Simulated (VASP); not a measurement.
A run of VASP 6.6.1 is set up as follows.

The input INCAR:

```
  PREC = Accurate
  ENCUT = 520
  EDIFF = 1E-6
  ISMEAR = 0
  SIGMA = 0.1
  LREAL = False
  LASPH = True
  NELM = 80
  ALGO = Fast
  ISIF = 2
  LWAVE = False
  LCHARG = False
  GGA = PE
  NBANDS = 18
```

The input KPOINTS:

```
Automatic mesh
0
Gamma
  24 24 12
```

The input POSCAR:

```
Ag
1.0
    2.9932852014      0.0000000000      0.0000000000
   -1.4966426007      2.5922610252      0.0000000000
    0.0000000000      0.0000000000      4.7403331381
Ag
2
Direct
    0.3333333333      0.6666666667      0.2500000000
    0.6666666667      0.3333333333      0.7500000000
```

Potentials or basis: VASP PAW PBE potentials, release 64 (Ag).

The run is started by

```bash
$ cat potpaw_PBE.64/Ag/POTCAR > POTCAR
$ mpirun -np 1 vasp_std > vasp.out
```

Task: What does it give for the band gap on the k mesh?

Result: Zero (band 11 reaches 11.19 eV, above the bottom of band 12 at 4.09 eV).

Task: Estimate the pressure.

Result: -2.3 GPa.

Stress tensor (GPa, compression positive):
```
-3.23  0.00  0.00
 0.00 -3.23  0.00
 0.00  0.00 -0.36
```

Caveat: the cell differs from its parent crystal (biaxial strain in the a-b plane: +2.0 %).
